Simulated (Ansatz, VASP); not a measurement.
## Two plane-wave programs on InP

File INCAR:

```
SYSTEM = InP
PREC = Accurate
ENCUT = 520
EDIFF = 1E-6
ISMEAR = 0
SIGMA = 0.15
LREAL = .FALSE.
LASPH = .TRUE.
NELM = 60
ALGO = Normal
ISIF = 2
LWAVE = .FALSE.
LCHARG = .TRUE.
GGA = PS
LELF = .TRUE.
LVHAR = .TRUE.
NBANDS = 16
```

The input KPOINTS:

```
Automatic mesh
0
G
  6 6 6
  0 0 0
```

File POSCAR:

```
InP
1.0
    0.0000000000      2.9354645283      2.7006273660
    2.9354645283      0.0000000000      2.7006273660
    2.9354645283      2.9354645283      0.0000000000
In P
1 1
Direct
    0.0000000000      0.0000000000      0.0000000000
    0.5000000000      0.5000000000      0.5000000000
```

Input for Ansatz:

```yaml
crystal:
  lattice:
    - [0.0, 2.9354645283, 2.700627366]
    - [2.9354645283, 0.0, 2.700627366]
    - [2.9354645283, 2.9354645283, 0.0]
  atoms:
    - { symbol: In, position: [0.0, 0.0, 0.0] }
    - { symbol: P, position: [0.5, 0.5, 0.5] }
basis:
  ecutwfc: 420
kpoints:
  mp_grid: { grid: [6, 6, 6] }
hamiltonian:
  xc: pbesol
scf:
  occupations: { method: gaussian, width: 0.15 }
output:
  forces: true
  stress: true
  eigenvalues: true
```

Alike in both runs: task single point; functional PBEsol; k mesh 6 × 6 × 6; occupations gaussian, width 0.15 eV; no spin polarisation.

```csv
,VASP,Ansatz
version,VASP 6.6.1,Ansatz 0.2.0
potentials or method,"VASP PAW PBE potentials, release 64 (In_d, P), cutoff 520 eV","scalar-relativistic, plane waves, PAW"
valence electrons in the cell,18,18
```

|  | VASP | Ansatz | Ansatz less VASP |
| --- | --- | --- | --- |
| gap on the k mesh at the Fermi level (eV) | none | none | - |
| pressure (GPa) | -7.0 | -7.0 | -0.01 |
| traceless stress, the component that is largest in VASP (GPa) | 5.40 | 5.40 | -0.004 |

VASP's potentials were made for PBE, not for PBEsol. A gap of «none» marks a metal or a gap that the smearing closes.
